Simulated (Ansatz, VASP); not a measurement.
TiO2: VASP beside Ansatz

```
CELL_PARAMETERS angstrom
4.53180 0.00000 0.00000
0.00000 5.50190 0.00000
0.00000 0.00000 4.90630
ATOMIC_POSITIONS crystal
Ti 0.00000 0.17584 0.25000
Ti 0.50000 0.32416 0.75000
Ti 0.00000 0.82416 0.75000
Ti 0.50000 0.67584 0.25000
O 0.27015 0.38239 0.41951
O 0.22985 0.11761 0.91951
O 0.77015 0.11761 0.58049
O 0.72985 0.38239 0.08049
O 0.72985 0.61761 0.58049
O 0.77015 0.88239 0.08049
O 0.22985 0.88239 0.41951
O 0.27015 0.61761 0.91951
```

Alike in both runs: functional PBE; k mesh 5 × 4 × 4; occupations fermi-dirac, width 0.02 eV; no spin polarisation.

Ansatz relaxed the structure, and its values are those at the end. VASP's run is a single point on that final structure, the one shown.

```csv
,VASP,Ansatz
version,VASP 6.6.1,Ansatz 0.2.0
potentials or method,"VASP PAW PBE potentials, release 64 (Ti_sv, O)","plane-wave PAW, scalar-relativistic"
plane-wave cutoff (eV),520,420
valence electrons in the cell,96,96
```

|  | VASP | Ansatz | Ansatz less VASP |
| --- | --- | --- | --- |
| gap on the k mesh at the Fermi level (eV) | 2.65 | 2.67 | +0.023 |
| pressure (GPa) | 6.5 | 5.7 | -0.75 |
| rms of the force components (eV/Å) | 0.028 | 0.010 | -0.0182 |

The functional is the same, so the differences come from potentials, cutoffs and numerics. Ansatz's warnings: stress scf threshold loose.
